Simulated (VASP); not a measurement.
Wanted: the native input for a VASP 6.6.1 run.

- Task: single point
- Functional: LDA
- Potentials or basis: VASP PAW LDA potentials, release 64 (Cs_sv, H)
- Cutoff: 520 eV
- k mesh: 8 × 8 × 8
- Occupations: gaussian, width 0.05 eV
- Spin: no spin polarisation
- Dipole correction: no
- Further INCAR settings: ALGO = Normal; EDIFF = 1e-06; NBANDS = 12

The structure of CsH lies in POSCAR:

```
CsH
1.0
    3.8184085400      0.0000000000      0.0000000000
    0.0000000000      3.8184085400      0.0000000000
    0.0000000000      0.0000000000      3.7038562838
Cs H
1 1
Direct
    0.0000000000      0.0000000000      0.0000000000
    0.5000000000      0.5000000000      0.5000000000
```

This cell differs from its parent crystal: strain -0.0300 x Voigt [0, 0, 1, 0, 0, 0].

The input as run:

INCAR

```
SYSTEM = CsH
PREC = Accurate
ENCUT = 520
EDIFF = 1E-6
ISMEAR = 0
SIGMA = 0.05
LREAL = .False.
LASPH = .True.
NELM = 80
ALGO = Normal
ISIF = 2
LWAVE = .False.
LCHARG = .False.
GGA = CA
NBANDS = 12
```

KPOINTS

```
Automatic mesh
0
Gamma
  8 8 8
  0 0 0
```

Potentials or basis: VASP PAW LDA potentials, release 64 (Cs_sv, H).

Launch:

```console
$ cat potpaw_LDA.64/Cs_sv/POTCAR potpaw_LDA.64/H/POTCAR > POTCAR
$ mpirun -np 1 vasp_std > vasp.out
```

It gave:

| Item | Value |
| --- | --- |
| Pressure | -1.6 GPa |
| Band gap on the k mesh | 2.30 eV, indirect (least direct gap 2.35 eV) |

Caveat: the cell differs from its parent crystal (strain -0.0300 x Voigt [0, 0, 1, 0, 0, 0]); spin-orbit coupling is left out, which moves the levels of the heavy elements.

Run time: 26 s on 1 thread of AMD EPYC 7R43 64-Core Processor (Zen 3), with other jobs on the host, peak memory 0.14 GiB.
